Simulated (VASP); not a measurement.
# Bi2S (Cmmm) in VASP: further runs, part 2 of 2

VASP 6.6.1. Earlier steps stand in the parts before.

**4. Relaxation of cell and atoms, PBE**

This run uses another cell than the first one, of 44.62 Å³/atom.

INCAR

```
PREC = Accurate ; ENCUT = 600
EDIFF = 1E-6 ; ISMEAR = 0
SIGMA = 0.1 ; LREAL = F
LASPH = T ; NELM = 80
ALGO = Normal ; ISIF = 3
LWAVE = F ; LCHARG = F
GGA = PE ; IBRION = 2
NSW = 90 ; EDIFFG = -0.04
```

KPOINTS

```
Automatic mesh
0
Gamma
  4 4 6
```

POSCAR

```
Bi2S
1.0
    4.8995724634     -4.9263908307      0.0000000000
    4.8995724634      4.9263908307      0.0000000000
    0.0000000000      0.0000000000      2.7731269797
Bi S
2 1
Direct
    0.2870355469      0.7129644531      0.0000000000
    0.7129644531      0.2870355469      0.0000000000
    0.0000000000      0.0000000000      0.0000000000
```

Potentials or basis: VASP PAW PBE potentials, release 64 (Bi_d, S).

Started as:

```console
> cat potpaw_PBE.64/Bi_d/POTCAR potpaw_PBE.64/S/POTCAR > POTCAR
> mpirun -np 1 vasp_std > vasp.out
```

OUTCAR:

```text
PREC = Accurate
   ENCUT = 600
   EDIFF = 1E-6
   ISMEAR = 0
   LREAL = F
   LASPH = T
   NELM = 80
   ISIF = 3
   GGA = PE
   IBRION = 2
   NSW = 90
   EDIFFG = -0.04

 ion  position               nearest neighbor table
   1  0.287  0.713  0.000-   3 2.83
   2  0.713  0.287  0.000-   3 2.83
   3  0.000  0.000  0.000-   1 2.83   2 2.83

  LATTYP: Found a base centered orthorhombic cell.
 ALAT       =     9.7991449268
 B/A-ratio  =     1.0054736138
 C/A-ratio  =     0.2829968329

  Lattice vectors:

 A1 = (   4.8995724634,  -4.9263908307,   0.0000000000)
 A2 = (   4.8995724634,   4.9263908307,   0.0000000000)
 A3 = (   0.0000000000,   0.0000000000,   2.7731269797)

[... 184 lines left out ...]
  -------------------------------------------------------------------------------------
  Total       -0.0297814     -2.9061639     12.7244050      0.0000000      0.0000000      0.0000000
  in kB       -0.3564258    -34.7811461    152.2864510      0.0000000      0.0000000      0.0000000
  external PRESSURE =      39.0496264 kB  Pullay stress =       0.0000000 kB
[... 1311 lines left out ...]
     21      10.3888      0.00000
     22      10.5425      0.00000

 [... further k-points ...]

[... ionic steps 4 to 34 ...]

--------------------------------------- Ionic step       35  -------------------------------------------

 number of electron      36.0000006 magnetization

------------------------ aborting loop because EDIFF is reached ----------------------------------------
[... 69 lines left out ...]
--------------------------------------- Ionic step       37  -------------------------------------------

 number of electron      36.0000006 magnetization

 Free energy of the ion-electron system (eV)
  ---------------------------------------------------
  ext. energy  EPLUGINS =         0.00000000
  ---------------------------------------------------
  free energy    TOTEN  =       -11.39828492 eV

  energy without entropy =      -11.39133810  energy(sigma->0) =      -11.39481151

 E-fermi :   6.0147     XC(G=0):  -9.7173

 val. band max:        5.9877477713   @ k =   0.5000   0.5000   0.1667
 cond. band min:       6.0333843226   @ k =   0.5000   0.0000   0.3333
 fundamental gap:      0.0456365513
 Fermi energy:         6.0146548598
[... 630 lines left out ...]
  FREE ENERGIE OF THE ION-ELECTRON SYSTEM (eV)
  ---------------------------------------------------
  free  energy   TOTEN  =       -11.3982849165 eV

  energy  without entropy=      -11.3913380954  energy(sigma->0) =      -11.39481151

 reached required accuracy - stopping structural energy minimisation
```

OSZICAR:

```text
N       E                     dE             d eps       ncg     rms          rms(c)
DAV:   1     0.361227346988E+03    0.36123E+03   -0.19627E+04  1232   0.180E+03
DAV:   2     0.267234496077E+02   -0.33450E+03   -0.32929E+03  1274   0.440E+02
DAV:   3    -0.836295096305E+01   -0.35086E+02   -0.34356E+02  1544   0.162E+02
[... 378 lines left out ...]
DAV:   1    -0.113995216434E+02   -0.18970E-02   -0.83842E-01  1268   0.588E+00    0.317E-01
DAV:   2    -0.113997530428E+02   -0.23140E-03   -0.38951E-02  1656   0.205E+00    0.183E-01
DAV:   3    -0.113982788847E+02    0.14742E-02   -0.32585E-03  1592   0.569E-01    0.470E-02
DAV:   4    -0.113982849943E+02   -0.61097E-05   -0.65999E-04  1574   0.223E-01    0.152E-02
DAV:   5    -0.113982848877E+02    0.10660E-06   -0.34418E-05  1430   0.509E-02    0.685E-03
DAV:   6    -0.113982849165E+02   -0.28713E-07   -0.21423E-06   968   0.142E-02
  37 F= -.11398285E+02 E0= -.11394812E+02  d E =-.125401E-02
```

CONTCAR:

```text
Bi2S
   1.00000000000000
     3.0287985159746946   -4.5332989981674743    0.0000000000000000
     3.0287985159746946    4.5332989981674743    0.0000000000000000
     0.0000000000000000    0.0000000000000000    3.2206982881135531
  Bi              S
     2     1
Direct
     0.3084467983162048    0.6915532016837959    1.0000000000000000
     0.6915532016837959    0.3084467983162048    0.0000000000000000
     0.0000000000000000    0.0000000000000000    0.0000000000000000

  0.00000000E+00  0.00000000E+00  0.00000000E+00
  0.00000000E+00  0.00000000E+00  0.00000000E+00
  0.00000000E+00  0.00000000E+00  0.00000000E+00
```

It took 19 min on 1 thread of Intel Xeon 6975P-C (Granite Rapids), shared host; peak memory 0.35 GiB.

Results:

| Property | Result |
| --- | --- |
| Free energy | -11.3983 eV |
| Relaxed volume | 29.48 Å³/atom |
| Relaxed cell | a = 5.452 Å, b = 5.452 Å, c = 3.221 Å, α = 90.00°, β = 90.00°, γ = 112.50° |
| Space group after relaxing (to 0.1 Å) | Cmmm (No. 65) |
| Energy gained by relaxing | 650.6 meV/atom |
| Ionic steps | 37 |
| Pressure after relaxing | 0.0 GPa |
| Largest force after relaxing | 0.005 eV/Å |
| Band gap on the k mesh | zero (bands 18 and 19 overlap by 2.68 eV) |

Forces in eV/Å, atoms in the order of the input:
```
Bi   0.000 -0.005  0.000
Bi   0.000  0.005  0.000
S    0.000  0.000  0.000
```

Step by step:
```csv
step,energy change (eV),largest force (eV/Å),pressure (GPa),volume (Å³)
1,0.0000,0.2546,3.90,133.87
2,-0.5608,0.4134,-3.60,153.65
3,-0.6757,0.5688,-2.32,146.22
4,-0.6796,0.5716,-2.59,147.20
5,-0.7668,0.8636,0.56,135.30
6,-0.8309,0.2251,-1.08,139.74
7,-0.8603,0.2588,-0.18,134.40
8,-0.8608,0.2633,-0.10,133.80
9,-0.8904,0.1993,-0.23,130.72
10,-0.9958,0.0817,-0.60,121.55
11,-1.3338,0.1800,-0.73,103.63
12,-0.9091,0.1082,20.66,69.45
13,-1.4753,0.2402,-0.21,97.62
14,-1.7410,0.5576,3.98,83.34
15,-1.7240,0.5389,2.47,86.34
16,-1.7386,0.5570,3.25,84.71
17,-1.7475,0.5698,3.38,84.25
18,-1.7599,0.5809,3.79,83.31
19,-1.7638,0.5749,4.86,81.40
20,-1.7655,0.5791,4.41,82.10
21,-1.7848,0.5658,4.10,82.42
22,-1.8354,0.5240,3.08,83.40
23,-1.9028,0.4128,1.31,85.36
24,-1.9227,0.2178,-1.30,89.27
25,-1.9298,0.2607,-0.54,88.01
26,-1.9298,0.2664,-0.51,87.89
27,-1.9321,0.2398,-0.40,87.73
28,-1.9361,0.1646,0.02,87.23
29,-1.9365,0.1301,0.17,87.01
30,-1.9378,0.1239,0.20,87.06
31,-1.9410,0.1073,0.17,87.24
32,-1.9437,0.0598,0.12,87.58
33,-1.9449,0.0514,0.08,87.67
34,-1.9479,0.0225,0.07,87.94
35,-1.9505,0.0524,0.04,88.47
36,-1.9511,0.0384,0.00,88.46
37,-1.9518,0.0050,-0.05,88.44
```

Final structure:
```yaml
crystal:
  lattice:
    - [3.02880, -4.53330, 0.00000]
    - [3.02880, 4.53330, 0.00000]
    - [0.00000, 0.00000, 3.22070]
  atoms:
    - { symbol: Bi, position: [0.30845, 0.69155, 0.00000] }
    - { symbol: Bi, position: [0.69155, 0.30845, 0.00000] }
    - { symbol: S, position: [0.00000, 0.00000, 0.00000] }
```

Caveat: the k points lie up to 0.33 Å⁻¹ apart in the final cell, too coarse for converged energies and pressures of a metal; the volume moved by over 15 % at a fixed basis, so the end points are rough; spin-orbit coupling is left out, which moves the levels of the heavy elements.

**5. Single point, PBE**

INCAR

```
SYSTEM = Bi2S
PREC     = Accurate       ! precision mode
ENCUT    = 520            ! plane-wave cutoff, eV
EDIFF    = 1E-7           ! SCF threshold, eV
ISMEAR   = 0              ! smearing method
SIGMA    = 0.1            ! smearing width, eV
LREAL    = .FALSE.        ! projectors in reciprocal space
LASPH    = .TRUE.         ! aspherical terms in the spheres
NELM     = 80             ! most SCF steps
ALGO     = Normal         ! electronic algorithm
ISIF     = 2              ! what is computed and relaxed
LWAVE    = .FALSE.        ! write WAVECAR
LCHARG   = .TRUE.         ! write CHGCAR
GGA      = PE             ! functional
LELF     = .TRUE.         ! ELF
LVHAR    = .TRUE.       
NBANDS   = 25             ! bands
```

KPOINTS

```
regular mesh
0
G
  10 10 14
  0 0 0
```

POSCAR

```
Bi2S
1.0
    3.0107720868     -4.5139518442      0.0000000000
    3.0107720868      4.5139518442      0.0000000000
    0.0000000000      0.0000000000      3.2493545119
Bi S
2 1
Direct
    0.3104076009      0.6895923991      0.0000000000
    0.6895923991      0.3104076009      0.0000000000
    0.0000000000      0.0000000000      0.0000000000
```

Started as:

```console
> cat potpaw_PBE.64/Bi_d/POTCAR potpaw_PBE.64/S/POTCAR > POTCAR
> mpirun -np 1 vasp_std > vasp.out
```

Wall time 3.7 min (1 thread of Intel Xeon 6975P-C (Granite Rapids), shared host); peak memory 0.53 GiB.

The run converged. Its results:

```yaml
Free_energy: -11.2544 eV
Pressure: -0.1 GPa
Largest_force: 0.004 eV/Å
Band_gap_on_the_k_mesh: zero (bands 18 and 19 overlap by 3.04 eV)
```

Forces on the atoms (eV/Å):
```
Bi   0.000 -0.004  0.000
Bi   0.000  0.004  0.000
S    0.000  0.000  0.000
```

Levels at points of the mesh, in eV from the Fermi level:
```tsv
k point	band 14	band 15	band 16	band 17	band 18	band 19	band 20	band 21	band 22	band 23
(0.00, 0.00, 0.00)	-4.11	-3.80	-2.91	-2.41	0.17	3.19	4.11	4.44	6.30	6.46
(0.50, 0.00, 0.00)	-5.05	-2.13	-1.36	-0.08	0.32	1.47	1.87	4.29	5.32	5.92
(0.50, 0.50, 0.00)	-5.17	-2.65	-1.51	-0.21	0.39	3.15	3.43	4.03	5.49	7.51
(0.00, 0.00, 0.50)	-5.13	-3.10	-2.08	-2.07	-1.95	-1.90	-0.63	4.47	4.95	5.19
(0.50, 0.00, 0.50)	-3.99	-3.82	-3.79	-2.10	-1.25	0.49	1.29	3.17	3.56	3.87
(0.50, 0.50, 0.50)	-3.98	-3.73	-3.31	-2.70	-1.77	0.28	0.78	3.20	5.08	5.10
```

Caveat: spin-orbit coupling is left out, which moves the levels of the heavy elements.

**6. Summary**

| task | cell | k mesh | cutoff (eV) | gap on the mesh (eV) | pressure (GPa) |
| --- | --- | --- | --- | --- | --- |
| single point | a = 5.453, b = 5.453, c = 3.211 Å, angles 90.0, 90.0, 112.5°, 3 atoms, atomic positions A | 4 × 4 × 6 | 520 | none | 0.1 |
| single point | a = 6.948, b = 6.948, c = 2.773 Å, angles 90.0, 90.0, 90.3°, 3 atoms, atomic positions B | 6 × 6 × 2 | 520 | 0.79 | 0.0 |
| relaxation of cell and atoms | relaxed from a = 6.948, b = 6.948, c = 2.773 Å, angles 90.0, 90.0, 90.3°, 3 atoms, atomic positions B | 4 × 4 × 6 | 600 | none | 0.0 |
| single point | a = 5.426, b = 5.426, c = 3.249 Å, angles 90.0, 90.0, 112.6°, 3 atoms, atomic positions C | 10 × 10 × 14 | 520 | none | -0.1 |

Alike in all rows: level PBE; potentials or basis VASP PAW PBE potentials, release 64 (Bi_d, S); no spin polarisation; smearing gaussian 0.1 eV.

Caveats: some runs use coarse meshes; spin-orbit coupling is left out, which moves the levels of the heavy elements; this functional lacks dispersion, which binds layers or chains, so the pressure and a relaxed spacing across them are unreliable (at least some runs); the volume moved by over 15 % at a fixed basis, so the end points are rough (at least some runs).

Absolute energies hang on the potentials; compare differences alone.

The gap in the log of VASP goes by the Fermi energy; the results here count the filled bands.